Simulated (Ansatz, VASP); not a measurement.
Te in VASP and in Ansatz

The input INCAR:

```
ALGO = Normal ; EDIFF = 1E-6
ENCUT = 520 ; GGA = PE
ISIF = 2 ; ISMEAR = 0
LASPH = True ; LCHARG = False
LREAL = False ; LWAVE = False
NBANDS = 16 ; NELM = 80
PREC = Accurate ; SIGMA = 0.1
```

The input KPOINTS:

```
k-points
0
Gamma
  6 6 4
```

The input POSCAR:

```
Te
1.0
    4.9698460770      0.0000000000      0.0000000000
   -2.4849230385      4.3040129556      0.0000000000
    0.0000000000      0.0000000000      5.5386106213
Te
3
Direct
    0.2185979062      0.0000000000      0.3333333333
    0.0000000000      0.2185979062      0.6666666667
    0.7814020938      0.7814020938      0.0000000000
```

Input for Ansatz:

```yaml
crystal:
  lattice:
    - [4.969846077, 0.0, 0.0]
    - [-2.4849230385, 4.3040129556, 0.0]
    - [0.0, 0.0, 5.5386106213]
  atoms:
    - { symbol: Te, position: [0.2185979062, 0.0, 0.3333333333] }
    - { symbol: Te, position: [0.0, 0.2185979062, 0.6666666667] }
    - { symbol: Te, position: [0.7814020938, 0.7814020938, 0.0] }
basis:
  ecutwfc: 420
kpoints:
  mp_grid: { grid: [6, 6, 4] }
hamiltonian:
  xc: pbe
scf:
  occupations: { method: gaussian, width: 0.1 }
output:
  forces: true
  stress: true
  eigenvalues: true
```

Alike in both runs: task single point; functional PBE; k mesh 6 × 6 × 4; occupations gaussian, width 0.1 eV; no spin polarisation.

|  | VASP | Ansatz |
| --- | --- | --- |
| version | VASP 6.6.1 | Ansatz 0.2.0 |
| potentials or method | VASP PAW PBE potentials, release 64 (Te), cutoff 520 eV | scalar-relativistic, plane waves, PAW |
| valence electrons in the cell | 18 | 48 |

```tsv
	VASP	Ansatz	Ansatz less VASP
gap on the k mesh at the Fermi level (eV)	0.92	0.97	+0.045
least direct gap on the mesh (eV)	1.18	1.23	+0.042
pressure (GPa)	6.1	5.9	-0.15
traceless stress, the component that is largest in VASP (GPa)	2.85	2.80	-0.049
rms of the force components (eV/Å)	1.184	1.152	-0.0320
```

Atom by atom the forces differ by 0.032 eV/Å (rms over components). With one functional, cell and mesh, what is left measures potentials, basis and numerics. VASP's potentials hold 18 valence electrons a cell and Ansatz's 48, so a difference there can come from the potentials and not from the codes.

Neither program's run includes spin-orbit coupling.
